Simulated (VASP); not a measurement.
Input of a VASP 6.6.1 run:

INCAR

```
SYSTEM = Si
PREC = Accurate
ENCUT = 500
EDIFF = 1E-7
ISMEAR = 0
SIGMA = 0.1
LREAL = .False.
LASPH = .True.
NELM = 120
ALGO = Normal
ISIF = 3
LWAVE = .False.
LCHARG = .False.
GGA = PS
IBRION = 2
NSW = 80
EDIFFG = -0.05
GGA_COMPAT = .False.
NELMIN = 4
```

File KPOINTS:

```
Automatic mesh
0
Gamma
  10 10 10
  0 0 0
```

The input POSCAR:

```
Si
1.0
   -1.2548741841      1.2548741841      1.2548741841
    1.2548741841     -1.2548741841      1.2548741841
    1.2548741841      1.2548741841     -1.2548741841
Si
1
Direct
    0.0000000000      0.0000000000      0.0000000000
```

Potentials or basis: VASP PAW PBE potentials, release 64 (Si).

Run with:

```console
$ cat potpaw_PBE.64/Si/POTCAR > POTCAR
$ mpirun -np 1 vasp_std > vasp.out
```

(1) Estimate the band gap on the k mesh.

(2) What does it give for the relaxed cell?

(3) Predict the relaxed volume.

## Answers

(1) zero (bands 2 and 3 overlap by 15.75 eV).

(2) a = 2.644 Å, b = 2.644 Å, c = 2.644 Å, α = 109.47°, β = 109.47°, γ = 109.47°.

(3) 14.23 Å³/atom.

Caveat: the volume moved by over 15 % at a fixed basis, so the end points are rough; the PAW data sets were made with another functional, which shifts forces and pressure a little.
